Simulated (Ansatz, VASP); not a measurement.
One calculation of Mn, two programs

```
CELL_PARAMETERS angstrom
0.00000 2.55437 2.55437
2.55437 0.00000 2.55437
2.55437 2.55437 0.00000
ATOMIC_POSITIONS crystal
Mn 0.00000 0.00000 0.00000
Mn 0.50000 0.50000 0.50000
```

Alike in both runs: task single point; functional r2SCAN; k mesh 17 × 17 × 17; occupations fermi-dirac, width 0.05 eV; collinear spin.

```csv
,VASP,Ansatz
version,VASP 6.6.1,Ansatz 0.2.0
potentials or method,"VASP PAW PBE potentials, release 64 (Mn_pv), cutoff 520 eV","plane waves (500 eV) with PAW, scalar-relativistic"
valence electrons in the cell,26,30
```

VASP gave:

```
net moment per atom (μB)                                      : 0.00
size of the moment on the site where the two differ most (μB) : 3.79
```

Question: Which values does Ansatz return?

Answer: net moment per atom (μB): 0.00; size of the moment on the site where the two differ most (μB): 3.71.

VASP's potentials were made for PBE, not for r2SCAN. Site moments also hang on the region over which each program counts them. The functional is the same, so the differences come from potentials, cutoffs and numerics. VASP's potentials hold 26 valence electrons a cell and Ansatz's 30, so a difference there can come from the potentials and not from the codes. Ansatz's warnings: stability check not made.
